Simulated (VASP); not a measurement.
# MnGa3 (Fm-3m) in VASP: a series of runs, part 2 of 2

VASP 6.6.1.

## 3. Relaxation of cell and atoms, PBEsol

This run uses another cell than the first one, of 16.03 Å³/atom.

The input, INCAR:

```
SYSTEM = MnGa3
  ALGO = Fast
  EDIFF = 1E-6
  EDIFFG = -0.01
  ENCUT = 600
  GGA = PS
  IBRION = 2
  ISIF = 3
  ISMEAR = 0
  LASPH = .TRUE.
  LCHARG = .FALSE.
  LREAL = .FALSE.
  LWAVE = .FALSE.
  NELM = 100
  NSW = 80
  PREC = Accurate
  SIGMA = 0.1
```

The input, KPOINTS:

```
k-points
0
G
  12 12 12
  0 0 0
```

The input, POSCAR:

```
MnGa3
1.0
    0.0000000000      3.1769426454      3.1769426454
    3.1769426454      0.0000000000      3.1769426454
    3.1769426454      3.1769426454      0.0000000000
Ga Mn
3 1
Direct
    0.2500000000      0.2500000000      0.2500000000
    0.7500000000      0.7500000000      0.7500000000
    0.5000000000      0.5000000000      0.5000000000
    0.0000000000      0.0000000000      0.0000000000
```

Potentials or basis: VASP PAW PBE potentials, release 64 (Ga_d, Mn_pv).

Command:

```sh
> cat potpaw_PBE.64/Ga_d/POTCAR potpaw_PBE.64/Mn_pv/POTCAR > POTCAR
> mpirun -np 1 vasp_std > vasp.out
```

OUTCAR:

```text
SYSTEM = MnGa3
   EDIFF = 1E-6
   EDIFFG = -0.01
   ENCUT = 600
   GGA = PS
   IBRION = 2
   ISIF = 3
   ISMEAR = 0
   LASPH = .TRUE.
   LREAL = .FALSE.
   NELM = 100
   NSW = 80
   PREC = Accurate

 ion  position               nearest neighbor table
   1  0.250  0.250  0.250-   4 2.75   4 2.75   4 2.75   3 2.75   4 2.75   3 2.75   3 2.75   3 2.75

   2  0.750  0.750  0.750-   3 2.75   3 2.75   3 2.75   3 2.75   4 2.75   4 2.75   4 2.75   4 2.75

   3  0.500  0.500  0.500-   1 2.75   1 2.75   1 2.75   1 2.75   2 2.75   2 2.75   2 2.75   2 2.75

   4  0.000  0.000  0.000-   2 2.75   2 2.75   2 2.75   1 2.75   2 2.75   1 2.75   1 2.75   1 2.75

  LATTYP: Found a face centered cubic cell.
 ALAT       =     6.3538852908

  Lattice vectors:

 A1 = (   0.0000000000,   3.1769426454,   3.1769426454)
 A2 = (   3.1769426454,   0.0000000000,   3.1769426454)
 A3 = (   3.1769426454,   3.1769426454,   0.0000000000)

Analysis of symmetry for initial positions (statically):
=====================================================================
 Subroutine PRICEL returns:
 Original cell was already a primitive cell.

 Routine SETGRP: Setting up the symmetry group for a
 face centered cubic supercell.

 Subroutine GETGRP returns: Found 48 space group operations
 (whereof 48 operations were pure point group operations)
 out of a pool of 48 trial point group operations.

The static configuration has the point symmetry O_h .

Analysis of symmetry for dynamics (positions and initial velocities):
=====================================================================
 Subroutine PRICEL returns:
 Original cell was already a primitive cell.

 Routine SETGRP: Setting up the symmetry group for a
 face centered cubic supercell.

 Subroutine GETGRP returns: Found 48 space group operations
 (whereof 48 operations were pure point group operations)
 out of a pool of 48 trial point group operations.
[... 131 lines left out ...]
   LHFCALC =     F    Hartree Fock is set to
   AEXX    =    0.0000 exact exchange contribution
   IVDW    =     0    specifies the selected vdW correction
   LEPSILON=     F    determine dielectric tensor
   LRPA    =     F    only Hartree local field effects (RPA)
 conjugate gradient relaxation of ions
 non-spin polarized calculation
 RMM-DIIS sequential band-by-band and
 Gauss-broadening in eV      SIGMA  =   0.10
  energy-cutoff  :      600.00
  volume of cell :       64.13
 maximum number of plane-waves:      2164
   NGX = 17   NGY = 17   NGZ = 17

--------------------------------------- Ionic step        1  -------------------------------------------

 number of electron      52.0000016 magnetization

 Free energy of the ion-electron system (eV)
  ---------------------------------------------------
  ext. energy  EPLUGINS =         0.00000000
  ---------------------------------------------------
  free energy    TOTEN  =       -18.01508503 eV

  energy without entropy =      -17.99135667  energy(sigma->0) =      -18.00322085

------------------------ aborting loop because EDIFF is reached ----------------------------------------

  FORCE on cell =-STRESS in cart. coord.  units (eV):
  Direction    XX          YY          ZZ          XY          YZ          ZX
  --------------------------------------------------------------------------------------
  -------------------------------------------------------------------------------------
  Total       -3.9490889     -3.9490889     -3.9490889      0.0000000      0.0000000      0.0000000
  in kB      -98.6618770    -98.6618770    -98.6618770      0.0000000      0.0000000      0.0000000
  external PRESSURE =     -98.6618770 kB  Pullay stress =       0.0000000 kB
[... 63 lines left out ...]
--------------------------------------- Ionic step        3  -------------------------------------------

 number of electron      52.0000015 magnetization

 Free energy of the ion-electron system (eV)
  ---------------------------------------------------
  ext. energy  EPLUGINS =         0.00000000
  ---------------------------------------------------
  free energy    TOTEN  =       -18.27370575 eV

  energy without entropy =      -18.25312154  energy(sigma->0) =      -18.26341365

 E-fermi :   8.0902     XC(G=0): -12.6342

 val. band max:        8.0856246516   @ k =  -0.3333   0.5000   0.1667
 cond. band min:       8.0984546229   @ k =  -0.4167   0.1667   0.0000
 fundamental gap:      0.0128299713
 Fermi energy:         8.0902237988

 k-point     1 :       0.0000    0.0000    0.0000
  band No.  band energies     occupation
      1     -39.1457      2.00000
      2     -39.1457      2.00000
      3     -39.1457      2.00000
      4      -7.3124      2.00000
      5      -7.3124      2.00000
      6      -7.2851      2.00000
[... 805 lines left out ...]
     30      11.1662      0.00000
     31      12.9732      0.00000

 [... further k-points ...]

------------------------ aborting loop because EDIFF is reached ----------------------------------------

  FORCE on cell =-STRESS in cart. coord.  units (eV):
  Direction    XX          YY          ZZ          XY          YZ          ZX
  --------------------------------------------------------------------------------------
  -------------------------------------------------------------------------------------
  Total        0.0103049      0.0103049      0.0103049      0.0000000      0.0000000      0.0000000
  in kB        0.2912204      0.2912204      0.2912204      0.0000000      0.0000000      0.0000000
  external PRESSURE =       0.2912204 kB  Pullay stress =       0.0000000 kB
[... 19 lines left out ...]
  FREE ENERGIE OF THE ION-ELECTRON SYSTEM (eV)
  ---------------------------------------------------
  free  energy   TOTEN  =       -18.2737057527 eV

  energy  without entropy=      -18.2531215392  energy(sigma->0) =      -18.26341365

 reached required accuracy - stopping structural energy minimisation
```

CONTCAR:

```text
MnGa3
   1.00000000000000
    -0.0000000000000000    3.0490681453597519    3.0490681453597519
     3.0490681453597519    0.0000000000000000    3.0490681453597519
     3.0490681453597519    3.0490681453597519    0.0000000000000000
  Ga              Mn
     3     1
Direct
     0.2500000000000000    0.2500000000000000    0.2500000000000000
     0.7500000000000000    0.7500000000000000    0.7500000000000000
     0.5000000000000000    0.5000000000000000    0.5000000000000000
     0.0000000000000000    0.0000000000000000    0.0000000000000000

  0.00000000E+00  0.00000000E+00  0.00000000E+00
  0.00000000E+00  0.00000000E+00  0.00000000E+00
  0.00000000E+00  0.00000000E+00  0.00000000E+00
  0.00000000E+00  0.00000000E+00  0.00000000E+00
```

It took 6.2 min on 1 thread of Intel Xeon Platinum 8488C (Sapphire Rapids), shared host; peak memory 0.32 GiB.

What came out:

```yaml
Free_energy: -18.2737 eV
Relaxed_volume: 14.17 Å³/atom
Relaxed_cell: a = 4.312 Å, b = 4.312 Å, c = 4.312 Å, α = 60.00°, β = 60.00°, γ = 60.00°
Space_group_after_relaxing_to_0.1_Å: Fm-3m (No. 225)
Energy_gained_by_relaxing: 64.7 meV/atom
Ionic_steps: 3
Pressure_after_relaxing: 0.0 GPa
Band_gap_on_the_k_mesh: zero (bands 26 and 27 overlap by 1.00 eV)
```

The path:
```
step  energy change (eV)  largest force (eV/Å)  pressure (GPa)  volume (Å³)
   1              0.0000                0.0000           -9.87        64.13
   2             -0.2478                0.0000            2.70        55.40
   3             -0.2586                0.0000            0.03        56.69
```

Final structure:
```cif
data_structure
_symmetry_space_group_name_H-M 'P 1'
_symmetry_Int_Tables_number 1
_cell_length_a 4.3120
_cell_length_b 4.3120
_cell_length_c 4.3120
_cell_angle_alpha 60.000
_cell_angle_beta 60.000
_cell_angle_gamma 60.000
_cell_volume 56.69
loop_
_atom_site_label
_atom_site_type_symbol
_atom_site_fract_x
_atom_site_fract_y
_atom_site_fract_z
_atom_site_occupancy
Ga1 Ga 0.25000 0.25000 0.25000 1
Ga2 Ga 0.75000 0.75000 0.75000 1
Ga3 Ga 0.50000 0.50000 0.50000 1
Mn1 Mn 0.00000 0.00000 0.00000 1
```

Levels at points of the mesh, in eV from the Fermi level:
| k point | band 22 | band 23 | band 24 | band 25 | band 26 | band 27 | band 28 | band 29 | band 30 | band 31 |
| --- | --- | --- | --- | --- | --- | --- | --- | --- | --- | --- |
| (0.00, 0.00, 0.00) | -2.51 | -1.00 | -0.61 | -0.61 | 0.61 | 0.61 | 0.61 | 1.33 | 3.27 | 4.05 |
| (0.50, 0.00, 0.00) | -2.96 | -1.63 | -1.02 | -0.53 | -0.53 | 0.22 | 0.22 | 2.06 | 2.06 | 3.10 |
| (0.50, 0.50, 0.00) | -4.06 | -4.06 | -1.46 | -0.53 | -0.53 | -0.37 | 0.71 | 1.60 | 7.72 | 7.72 |

Caveat: the PAW data sets were made with another functional, which shifts forces and pressure a little; the run has no spin polarisation, though such a crystal can be magnetic.
